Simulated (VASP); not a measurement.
Input of a VASP 6.6.1 run:

Contents of INCAR:

```
  ALGO = Normal
  EDIFF = 1E-6
  ENCUT = 520
  GGA = PE
  ISIF = 2
  ISMEAR = 0
  LASPH = True
  LCHARG = False
  LREAL = False
  LWAVE = False
  NBANDS = 16
  NELM = 60
  PREC = Accurate
  SIGMA = 0.1
```

Contents of KPOINTS:

```
k-points
0
Gamma
  6 6 2
```

Contents of POSCAR:

```
HgH3
1.0
    2.8465242300      0.0000000000      0.0000000000
   -1.4232621100      2.4651622900      0.0000000000
    0.0000000000      0.0000000000      8.9816141100
Hg H
1 3
Direct
    0.0000000000      0.0000000000      0.0000000000
    0.0000000000      0.0000000000      0.5000000000
    0.6666666700      0.3333333300      0.2557615600
    0.6666666700      0.3333333300      0.7442384400
```

Potentials or basis: VASP PAW PBE potentials, release 64 (Hg, H).

Command:

```sh
$ cat potpaw_PBE.64/Hg/POTCAR potpaw_PBE.64/H/POTCAR > POTCAR
$ mpirun -np 1 vasp_std > vasp.out
```

Question: What does it give for the largest force?

Answer: 0.144 eV/Å.

Question: Predict the pressure.

Answer: -4.2 GPa.

Stress tensor (GPa, compression positive):
```
 -0.57   0.00   0.00
  0.00  -0.57   0.00
  0.00   0.00 -11.42
```

Caveat: the k points lie up to 0.42 Å⁻¹ apart.
